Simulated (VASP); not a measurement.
Set up this calculation in VASP 6.6.1, as the native input.

```yaml
Task: single point
Functional: PBE
Potentials_or_basis: VASP PAW PBE potentials, release 64 (Ca_sv, O)
Cutoff: 520 eV
k_mesh: 10 × 10 × 10
Occupations: fermi-dirac, width 0.02 eV
Spin: no spin polarisation
Dipole_correction: no
Further_INCAR_settings: ALGO = Normal; EDIFF = 1e-06; NBANDS = 15
```

The structure of CaO lies in POSCAR:

```
CaO
1.0
   -0.0755630943      2.3939135227      2.3939135227
    2.3939135227     -0.0755630943      2.3939135227
    2.3939135227      2.3939135227     -0.0755630943
Ca O
1 1
Direct
    0.0000000000      0.0000000000      0.0000000000
    0.5000000000      0.5000000000      0.5000000000
```

This cell differs from its parent crystal: epitaxial 111 strain +3.0%.

One way to write it, as run:

INCAR

```
PREC = Accurate ; ENCUT = 520
EDIFF = 1E-6 ; ISMEAR = -1
SIGMA = 0.02 ; LREAL = F
LASPH = T ; NELM = 100
ALGO = Normal ; ISIF = 2
LWAVE = F ; LCHARG = F
GGA = PE ; NBANDS = 15
```

KPOINTS

```
regular mesh
0
Gamma
  10 10 10
```

Potentials or basis: VASP PAW PBE potentials, release 64 (Ca_sv, O).

Command:

```console
$ cat potpaw_PBE.64/Ca_sv/POTCAR potpaw_PBE.64/O/POTCAR > POTCAR
$ mpirun -np 1 vasp_std > vasp.out
```

It gave:

```
Pressure               : -1.6 GPa
Band gap on the k mesh : 3.53 eV, indirect (least direct gap 3.94 eV)
```

Caveat: the cell differs from its parent crystal (epitaxial 111 strain +3.0%).

Run time: 50 s on 1 thread of Intel(R) Xeon(R) Platinum 8375C CPU @ 2.90GHz (Ice Lake), on a shared host, peak memory 0.19 GiB.
